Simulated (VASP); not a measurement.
Input of a VASP 6.6.1 run:

File POSCAR:

```
Tl
1.0
    3.4975468070      0.0000000000      0.0000000000
   -1.7487734035      3.0289643858      0.0000000000
    0.0000000000      0.0000000000     11.2981890722
Tl
4
Direct
    1.0000000000      0.0000000000      0.0000000000
    1.0000000000      0.0000000000      0.5000000000
    0.3333333333      0.6666666667      0.2500000000
    0.6666666667      0.3333333333      0.7500000000
```

The input INCAR.step1:

```
PREC = Accurate
ENCUT = 520
ISMEAR = -1
SIGMA = 0.1
LREAL = F
LASPH = T
NELM = 80
NBANDS = 34
GGA = PE
ALGO = Normal
EDIFF = 1E-4
LWAVE = T
LCHARG = F
```

Contents of INCAR.step2:

```
PREC = Accurate
ENCUT = 520
EDIFF = 1E-6
ISMEAR = -1
SIGMA = 0.1
LREAL = F
LASPH = T
NELM = 80
ALGO = Normal
ISIF = 2
LWAVE = F
LCHARG = F
METAGGA = R2SCAN
LMIXTAU = T
NBANDS = 34
ISTART = 1
```

The input KPOINTS:

```
regular mesh
0
Gamma
  12 12 4
```

Potentials or basis: VASP PAW PBE potentials, release 64 (Tl_d).

Run with:

```console
$ cat potpaw_PBE.64/Tl_d/POTCAR > POTCAR
$ cp INCAR.step1 INCAR
$ mpirun -np 1 vasp_std > vasp.out
$ cp INCAR.step2 INCAR
$ mpirun -np 1 vasp_std > vasp.out
```

Problem. Estimate the band gap on the k mesh.

Solution. Zero (bands 26 and 27 overlap by 4.40 eV).

Problem. Estimate the pressure.

Solution. 0.0 GPa.

Caveat: the PAW data sets were made with another functional, which shifts forces and pressure a little; spin-orbit coupling is left out, which moves the levels of the heavy elements.
